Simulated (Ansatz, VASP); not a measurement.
# Hf in VASP and in Ansatz

File INCAR:

```
ALGO     = Normal         # electronic algorithm
EDIFF    = 1E-6           # SCF threshold, eV
ENCUT    = 500            # plane-wave cutoff, eV
GGA      = CA             # functional
GGA_COMPAT= False        
ISIF     = 2              # what is computed and relaxed
ISMEAR   = 0              # smearing method
LASPH    = True           # aspherical terms in the spheres
LCHARG   = False          # write CHGCAR
LREAL    = False          # projectors in reciprocal space
LWAVE    = False          # write WAVECAR
NBANDS   = 11             # bands
NELM     = 120            # most SCF steps
PREC     = Accurate       # precision mode
SIGMA    = 0.1            # smearing width, eV
```

KPOINTS

```
k-points
0
Gamma
  8 8 8
```

POSCAR

```
Hf
1.0
    0.0000000000      2.2200000000      2.2200000000
    2.2200000000      0.0000000000      2.2200000000
    2.2200000000      2.2200000000      0.0000000000
Hf
1
Direct
    0.0000000000      0.0000000000      0.0000000000
```

Input for Ansatz:

```yaml
crystal:
  lattice:
    - [0.0, 2.22, 2.22]
    - [2.22, 0.0, 2.22]
    - [2.22, 2.22, 0.0]
  atoms:
    - { symbol: Hf, position: [0.0, 0.0, 0.0] }
basis:
  ecutwfc: 420
kpoints:
  mp_grid: { grid: [8, 8, 8] }
hamiltonian:
  xc: lda
scf:
  occupations: { method: gaussian, width: 0.1 }
output:
  forces: true
  stress: true
  eigenvalues: true
```

Alike in both runs: task single point; functional LDA; k mesh 8 × 8 × 8; occupations gaussian, width 0.1 eV; no spin polarisation.

|  | VASP | Ansatz |
| --- | --- | --- |
| version | VASP 6.6.1 | Ansatz 0.2.0 |
| potentials or method | VASP PAW LDA potentials, release 64 (Hf_pv), cutoff 500 eV | scalar-relativistic, plane waves, PAW |
| valence electrons in the cell | 10 | 26 |

VASP gave:

```
gap on the k mesh at the Fermi level (eV) : none
pressure (GPa)                            : -6.0
```

Q: Which values does Ansatz return?

A: gap on the k mesh at the Fermi level (eV): none; pressure (GPa): -5.9.

LDA's correlation is that of Perdew and Zunger in VASP and of Perdew and Wang (1992) in Ansatz. A gap of «none» marks a metal or a gap that the smearing closes. VASP's potentials hold 10 valence electrons a cell and Ansatz's 26, so a difference there can come from the potentials and not from the codes.

Spin-orbit coupling is off throughout.
